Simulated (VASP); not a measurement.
# Hg (Fm-3m) in VASP: a series of runs

The runs below take Hg through single point, with PBE, PBEsol.

Everything below comes from runs of VASP 6.6.1. Logs are shortened: lines on timing, memory, paths and dates and some standing lists are left out, and cuts for length are marked.

**1. The cell of the first run**

Symmetry: Fm-3m, No. 225, cubic system. Conventional cell: a = 4.784 Å, b = 4.784 Å, c = 4.784 Å, α = 90.00°, β = 90.00°, γ = 90.00°. Within 4.4 Å of Hg (site symmetry m-3m) lie 12 Hg at 3.38 Å.

**2. Single point, PBE**

INCAR reads:

```
PREC = Accurate
ENCUT = 520
EDIFF = 1E-7
ISMEAR = -5
SIGMA = 0.1
LREAL = False
LASPH = True
NELM = 100
ALGO = Normal
ISIF = 2
LWAVE = False
LCHARG = False
GGA = PE
NBANDS = 12
```

KPOINTS reads:

```
Automatic mesh
0
Gamma
  8 8 8
```

POSCAR reads:

```
Hg
1.0
    0.0000000000      2.3919113801      2.3919113801
    2.3919113801      0.0000000000      2.3919113801
    2.3919113801      2.3919113801      0.0000000000
Hg
1
Direct
    0.0000000000      0.0000000000      0.0000000000
```

Potentials or basis: VASP PAW PBE potentials, release 64 (Hg).

Command:

```
cat potpaw_PBE.64/Hg/POTCAR > POTCAR
mpirun -np 1 vasp_std > vasp.out
```

OUTCAR:

```text
PREC = Accurate
   ENCUT = 520
   EDIFF = 1E-7
   ISMEAR = -5
   LREAL = False
   LASPH = True
   NELM = 100
   ISIF = 2
   GGA = PE

 ion  position               nearest neighbor table
   1  0.000  0.000  0.000-

  LATTYP: Found a face centered cubic cell.
 ALAT       =     4.7838227602

  Lattice vectors:

 A1 = (   0.0000000000,   2.3919113801,   2.3919113801)
 A2 = (   2.3919113801,   0.0000000000,   2.3919113801)
 A3 = (   2.3919113801,   2.3919113801,   0.0000000000)

Analysis of symmetry for initial positions (statically):
=====================================================================
 Subroutine PRICEL returns:
 Original cell was already a primitive cell.

 Routine SETGRP: Setting up the symmetry group for a
 face centered cubic supercell.

 Subroutine GETGRP returns: Found 48 space group operations
 (whereof 48 operations were pure point group operations)
 out of a pool of 48 trial point group operations.

The static configuration has the point symmetry O_h .

Analysis of symmetry for dynamics (positions and initial velocities):
=====================================================================
 Subroutine PRICEL returns:
 Original cell was already a primitive cell.

 Routine SETGRP: Setting up the symmetry group for a
 face centered cubic supercell.

 Subroutine GETGRP returns: Found 48 space group operations
 (whereof 48 operations were pure point group operations)
 out of a pool of 48 trial point group operations.

The dynamic configuration has the point symmetry O_h .

 Subroutine INISYM returns: Found 48 space group operations
 (whereof 48 operations are pure point group operations),
 and found     1 'primitive' translations

----------------------------------------------------------------------------------------

                                     Primitive cell

  volume of cell :      27.3694

  direct lattice vectors                    reciprocal lattice vectors
     0.000000000  2.391911380  2.391911380    -0.209037845  0.209037845  0.209037845
     2.391911380  0.000000000  2.391911380     0.209037845 -0.209037845  0.209037845
     2.391911380  2.391911380  0.000000000     0.209037845  0.209037845 -0.209037845

  length of vectors
     3.382673514  3.382673514  3.382673514     0.362064168  0.362064168  0.362064168

  position of ions in fractional coordinates (direct lattice)
     0.000000000  0.000000000  0.000000000

  ion indices of the primitive-cell ions
   primitive index   ion index
                 1           1

----------------------------------------------------------------------------------------

 KPOINTS: Automatic mesh

Automatic generation of k-mesh.
 Grid dimensions read from file:
 generate k-points for:    8    8    8

 Generating k-lattice:

  Cartesian coordinates                     Fractional coordinates (reciprocal lattice)
    -0.026129731  0.026129731  0.026129731     0.125000000  0.000000000  0.000000000
     0.026129731 -0.026129731  0.026129731     0.000000000  0.125000000  0.000000000
     0.026129731  0.026129731 -0.026129731     0.000000000  0.000000000  0.125000000

  Length of vectors
     0.045258021  0.045258021  0.045258021

  Shift w.r.t. Gamma in fractional coordinates (k-lattice)
     0.000000000  0.000000000  0.000000000

 TETIRR: Found     76 inequivalent tetrahedra from     3072

 Subroutine IBZKPT returns following result:
 ===========================================

 Found     29 irreducible k-points:

 Following reciprocal coordinates:
            Coordinates               Weight
  0.000000  0.000000  0.000000      1.000000
  0.125000  0.000000  0.000000      8.000000
  0.250000  0.000000  0.000000      8.000000
  0.375000  0.000000  0.000000      8.000000
  0.500000  0.000000  0.000000      4.000000
  0.125000  0.125000  0.000000      6.000000
[... 16 lines left out ...]
  0.500000  0.250000  0.125000     48.000000
 -0.375000  0.250000  0.125000     24.000000
 [... further k-points ...]
   k-points           NKPTS =     29   k-points in BZ     NKDIM =     29   number of bands    NBANDS=     12
   number of dos      NEDOS =    301   number of ions     NIONS =      1
   total plane-waves  NPLWV =  21952
   dimension x,y,z NGX =    28 NGY =   28 NGZ =   28
   dimension x,y,z NGXF=    56 NGYF=   56 NGZF=   56
   ions per type =               1
   NGX,Y,Z   is equivalent  to a cutoff of  13.76, 13.76, 13.76 a.u.
   NGXF,Y,Z  is equivalent  to a cutoff of  27.52, 27.52, 27.52 a.u.
 SYSTEM =  unknown system
   PREC   = accura    normal or accurate (medium, high low for compatibility)
   ISTART =      0    job   : 0-new  1-cont  2-samecut
   ICHARG =      2    charge: 1-file 2-atom 10-const
   ISPIN  =      1    spin polarized calculation?
   LNONCOLLINEAR =      F non collinear calculations
   LSORBIT =      F    spin-orbit coupling
   LASPH  =      T    aspherical Exc in radial PAW
   ENCUT  =  520.0 eV  38.22 Ry    6.18 a.u.   6.29  6.29  6.29*2*pi/ulx,y,z
   NELM   =    100;   NELMIN=  2; NELMDL= -5     # of ELM steps
   EDIFF  = 0.1E-06   stopping-criterion for ELM
   LREAL  =      F    real-space projection
   EDIFFG = 0.1E-05   stopping-criterion for IOM
   NSW    =      0    number of steps for IOM
   IBRION =     -1    ionic relax: 0-MD 1-quasi-New 2-CG
   NFREE  =      0    steps in history (QN), initial steepest desc. (CG)
   ISIF   =      2    stress and relaxation
   ISYM   =      2    0-nonsym 1-usesym 2-fastsym
   POTIM  = 0.5000    time-step for ionic-motion
   TEBEG  =    0.0;   TEEND  =   0.0 temperature during run
   PSTRESS=    0.0 pullay stress
   NELECT =      12.0000    total number of electrons
   NUPDOWN=      -1.0000    fix difference up-down
   EMIN   =  10.00;   EMAX   =-10.00  energy-range for DOS
   EFERMI =   0.00;   METHOD = LEGACY
   ISMEAR =    -5;   SIGMA  =   0.10  broadening in eV -4-tet -1-fermi 0-gaus
   EFERMI_NEDOS =   21; number of points for ismear=-14 and -15
   IALGO  =     38    algorithm
   IMIX   =      4    mixing-type and parameters
     AMIX     =   0.40;   BMIX     =  1.00
     AMIX_MAG =   1.60;   BMIX_MAG =  1.00
  volume/ion in A,a.u.               =      27.37       184.70
  Fermi-wavevector in a.u.,A,eV,Ry     =   1.243694  2.350241 21.045144  1.546774
  Thomas-Fermi vector in A             =   2.377993
   LORBIT       =      0    0 simple, 1 ext, 2 COOP (PROOUT), +10 PAW based schemes
   GGA     = PE    functional components
   LHFCALC =     F    Hartree Fock is set to
   AEXX    =    0.0000 exact exchange contribution
   IVDW    =     0    specifies the selected vdW correction
   LEPSILON=     F    determine dielectric tensor
   LRPA    =     F    only Hartree local field effects (RPA)
 non-spin polarized calculation
 Fermi weights with tetrahedron method with Bloechl corrections
  energy-cutoff  :      520.00
  volume of cell :       27.37
 maximum number of plane-waves:       754
 NGX is ok and might be reduce to    28
   NGX = 13   NGY = 13   NGZ = 13

 number of electron      11.9999999 magnetization

 Free energy of the ion-electron system (eV)
  ---------------------------------------------------
  ext. energy  EPLUGINS =         0.00000000
  ---------------------------------------------------
  free energy    TOTEN  =        -0.15475309 eV

  energy without entropy =       -0.15475309  energy(sigma->0) =       -0.15475309

 E-fermi :   1.3830     XC(G=0): -10.0376

 val. band max:        1.5775485417   @ k =   0.5000   0.5000   0.0000
 cond. band min:       0.6885534159   @ k =   0.5000   0.0000   0.0000
 fundamental gap:     -0.8889951259
 Fermi energy:         1.3830132718

 k-point     1 :       0.0000    0.0000    0.0000
  band No.  band energies     occupation
      1      -6.2369      2.00000
      2      -4.8881      2.00000
      3      -4.8881      2.00000
      4      -4.8881      2.00000
      5      -4.4211      2.00000
      6      -4.4211      2.00000
      7      14.9267      0.00000
      8      15.0979      0.00000
      9      15.0979      0.00000
     10      15.0979      0.00000
     11      19.0263      0.00000
     12      19.9392      0.00000

 k-point     2 :       0.1250    0.0000    0.0000
  band No.  band energies     occupation
      1      -5.9023      2.00000
      2      -4.8979      2.00000
      3      -4.8291      2.00000
      4      -4.8291      2.00000
      5      -4.4299      2.00000
      6      -4.4299      2.00000
      7      11.9264      0.00000
      8      14.8010      0.00000
      9      14.8010      0.00000
     10      15.0282      0.00000
     11      18.9183      0.00000
     12      20.1563      0.00000

 k-point     3 :       0.2500    0.0000    0.0000
  band No.  band energies     occupation
      1      -5.4539      2.00000
      2      -4.7874      2.00000
      3      -4.7874      2.00000
      4      -4.3388      2.00000
      5      -4.3388      2.00000
      6      -4.3298      2.00000
      7       7.6023      0.00000
      8      14.0627      0.00000
      9      14.0627      0.00000
     10      14.9254      0.00000
     11      18.0531      0.00000
     12      19.1232      0.00000

 k-point     4 :       0.3750    0.0000    0.0000
  band No.  band energies     occupation
      1      -5.5173      2.00000
      2      -4.8496      2.00000
      3      -4.8496      2.00000
      4      -4.1259      2.00000
      5      -4.1259      2.00000
      6      -2.4801      2.00000
      7       3.6549     -0.05452
      8      13.2756      0.00000
      9      13.2756      0.00000
     10      14.4599      0.00000
     11      17.8018      0.00000
     12      18.3906      0.00000

 k-point     5 :       0.5000    0.0000    0.0000
  band No.  band energies     occupation
      1      -5.5715      2.00000
      2      -4.8858      2.00000
      3      -4.8858      2.00000
      4      -4.0215      2.00000
      5      -4.0215      2.00000
      6      -0.2036      2.00000
      7       0.6886      0.83911
      8      12.9375      0.00000
      9      12.9375      0.00000
     10      14.2190      0.00000
     11      17.7898      0.00000
     12      18.1724      0.00000
[... 228 lines left out ...]
      1      -5.5311      2.00000
      2      -5.5164      2.00000
      3      -4.0485      2.00000
      4      -3.9161      2.00000
      5      -3.9161      2.00000
      6       1.5775      1.68327
      7       1.9056      0.00000
      8       8.2457      0.00000
      9       8.2457      0.00000
     10      12.1015      0.00000
     11      13.6735      0.00000
     12      25.4419      0.00000

 k-point    22 :       0.3750    0.2500    0.1250
  band No.  band energies     occupation
      1      -5.1175      2.00000
      2      -4.9710      2.00000
      3      -4.8089      2.00000
      4      -4.4571      2.00000
      5      -4.3103      2.00000
      6      -3.2589      2.00000
      7       7.6939      0.00000
      8       9.1299      0.00000
      9      12.3046      0.00000
     10      15.4607      0.00000
     11      16.1484      0.00000
     12      19.7158      0.00000

 k-point    23 :       0.5000    0.2500    0.1250
  band No.  band energies     occupation
      1      -5.1838      2.00000
      2      -4.9504      2.00000
      3      -4.7177      2.00000
      4      -4.4559      2.00000
      5      -4.1330      2.00000
      6      -1.5205      2.00000
      7       4.4804      0.00000
      8       8.2753      0.00000
      9      10.6575      0.00000
     10      15.2387      0.00000
     11      18.1582      0.00000
     12      19.6482      0.00000

 k-point    24 :      -0.3750    0.2500    0.1250
  band No.  band energies     occupation
      1      -5.2125      2.00000
      2      -5.0163      2.00000
      3      -4.5717      2.00000
      4      -4.4981      2.00000
      5      -4.0520      2.00000
      6       0.2350      2.00000
      7       2.0974      0.00000
      8       8.2817      0.00000
      9       9.8856      0.00000
     10      15.0430      0.00000
     11      18.2813      0.00000
     12      22.3339      0.00000

 [... further k-points ...]

------------------------ aborting loop because EDIFF is reached ----------------------------------------

  FORCE on cell =-STRESS in cart. coord.  units (eV):
  Direction    XX          YY          ZZ          XY          YZ          ZX
  --------------------------------------------------------------------------------------
  -------------------------------------------------------------------------------------
  Total        0.3791890      0.3791890      0.3791890      0.0000000      0.0000000      0.0000000
  in kB       22.1973470     22.1973470     22.1973470      0.0000000      0.0000000      0.0000000
  external PRESSURE =      22.1973470 kB  Pullay stress =       0.0000000 kB

 VOLUME and BASIS-vectors are now :
 -----------------------------------------------------------------------------
  energy-cutoff  :      520.00
  volume of cell :       27.37
      direct lattice vectors                 reciprocal lattice vectors
     0.000000000  2.391911380  2.391911380    -0.209037845  0.209037845  0.209037845
     2.391911380  0.000000000  2.391911380     0.209037845 -0.209037845  0.209037845
     2.391911380  2.391911380  0.000000000     0.209037845  0.209037845 -0.209037845

 POSITION                                       TOTAL-FORCE (eV/Angst)
 -----------------------------------------------------------------------------------
      0.00000      0.00000      0.00000         0.000000      0.000000     -0.000000
 -----------------------------------------------------------------------------------
    total drift:                               -0.000000     -0.000000     -0.000000

  FREE ENERGIE OF THE ION-ELECTRON SYSTEM (eV)
  ---------------------------------------------------
  free  energy   TOTEN  =        -0.1547530896 eV

  energy  without entropy=       -0.1547530896  energy(sigma->0) =       -0.15475309
```

Wall time 23 s (1 thread of Intel Xeon 8259CL, shared host); peak memory 0.16 GiB.

What came out:

```yaml
Free_energy: -0.1548 eV
Pressure: 2.2 GPa
Band_gap_on_the_k_mesh: zero (band 6 reaches 1.58 eV, above the bottom of band 7 at 0.69 eV)
```

Levels at points of the mesh, in eV from the Fermi level:
```tsv
k point	band 2	band 3	band 4	band 5	band 6	band 7	band 8	band 9	band 10	band 11
(0.00, 0.00, 0.00)	-6.27	-6.27	-6.27	-5.80	-5.80	13.54	13.71	13.71	13.71	17.64
(0.50, 0.00, 0.00)	-6.27	-6.27	-5.40	-5.40	-1.59	-0.69	11.55	11.55	12.84	16.41
(0.50, 0.50, 0.00)	-6.90	-5.43	-5.30	-5.30	0.19	0.52	6.86	6.86	10.72	12.29
```

Caveat: spin-orbit coupling is left out, which moves the levels of the heavy elements; tetrahedron occupations give inexact forces and stress in metals.

**3. Single point, PBE**

INCAR reads:

```
SYSTEM = Hg
ALGO = Normal
EDIFF = 1E-6
ENCUT = 520
GGA = PE
ISIF = 2
ISMEAR = 0
LASPH = .True.
LCHARG = .True.
LELF = .True.
LREAL = .False.
LVHAR = .True.
LWAVE = .False.
NBANDS = 12
NELM = 100
PREC = Accurate
SIGMA = 0.01
```

KPOINTS reads:

```
k-points
0
Gamma
  8 8 8
  0 0 0
```

POSCAR is that of step 2.

Potentials or basis: VASP PAW PBE potentials, release 64 (Hg).

Command:

```
cat potpaw_PBE.64/Hg/POTCAR > POTCAR
mpirun -np 1 vasp_std > vasp.out
```

Run time: 18 s. Hardware: 1 thread of Intel Xeon 8259CL, shared host; peak memory 0.15 GiB.

It converged, with:

| Item | Value |
| --- | --- |
| Free energy | -0.1522 eV |
| Pressure | 1.9 GPa |
| Band gap on the k mesh | zero (band 6 reaches 1.57 eV, above the bottom of band 7 at 0.69 eV) |

Levels at points of the mesh, in eV from the Fermi level:
| k point | band 4 | band 5 | band 6 | band 7 | band 8 | band 9 |
| --- | --- | --- | --- | --- | --- | --- |
| (0.00, 0.00, 0.00) | -6.45 | -5.98 | -5.98 | 13.37 | 13.54 | 13.54 |
| (0.50, 0.00, 0.00) | -5.58 | -5.58 | -1.76 | -0.87 | 11.38 | 11.38 |
| (0.50, 0.50, 0.00) | -5.48 | -5.48 | 0.02 | 0.35 | 6.69 | 6.69 |

Caveat: spin-orbit coupling is left out, which moves the levels of the heavy elements.

(Continued in part 2 of 3.)
